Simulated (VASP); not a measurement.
Input of a VASP 6.6.1 run:

File POSCAR:

```
Co
1.0
    1.3414809667     -4.3477605771      0.0000000000
    1.3414809667      4.3477605771      0.0000000000
    0.0000000000      0.0000000000      3.9763366767
Co
4
Direct
    0.1353461675      0.8646538325      0.9998054785
    0.6353461675      0.3646538325      0.5001945215
    0.8646538325      0.1353461675      0.0001945215
    0.3646538325      0.6353461675      0.4998054785
```

Contents of INCAR.step1:

```
SYSTEM = Co
PREC = Accurate
ENCUT = 520
ISMEAR = 0
SIGMA = 0.1
LREAL = .False.
LASPH = .True.
NELM = 150
ISPIN = 2
MAGMOM = 1.7 1.7 1.7 1.7
LMAXMIX = 4
NBANDS = 30
GGA = PE
ALGO = Normal
EDIFF = 1E-4
LWAVE = .True.
LCHARG = .False.
```

The input INCAR.step2:

```
SYSTEM = Co
PREC = Accurate
ENCUT = 520
EDIFF = 1E-7
ISMEAR = 0
SIGMA = 0.1
LREAL = .False.
LASPH = .True.
NELM = 150
ALGO = Normal
ISIF = 2
LWAVE = .False.
LCHARG = .False.
ISPIN = 2
MAGMOM = 1.7 1.7 1.7 1.7
LORBIT = 11
LMAXMIX = 4
METAGGA = R2SCAN
LMIXTAU = .True.
NBANDS = 30
ISTART = 1
```

KPOINTS

```
regular mesh
0
Gamma
  6 6 6
  0 0 0
```

Potentials or basis: VASP PAW PBE potentials, release 64 (Co).

Launch:

```console
$ cat potpaw_PBE.64/Co/POTCAR > POTCAR
$ cp INCAR.step1 INCAR
$ mpirun -np 1 vasp_std > vasp.out
$ cp INCAR.step2 INCAR
$ mpirun -np 1 vasp_std > vasp.out
```

(1) Predict the site moments.

(2) Estimate the net moment.

(3) Predict the largest force.

(4) What does it give for the pressure?

Answers

(1) Co +1.98 μB.

(2) 7.69 μB per cell.

(3) 0.019 eV/Å.

(4) -0.5 GPa.

Caveat: the k points lie up to 0.41 Å⁻¹ apart; the PAW data sets were made with another functional, which shifts forces and pressure a little.
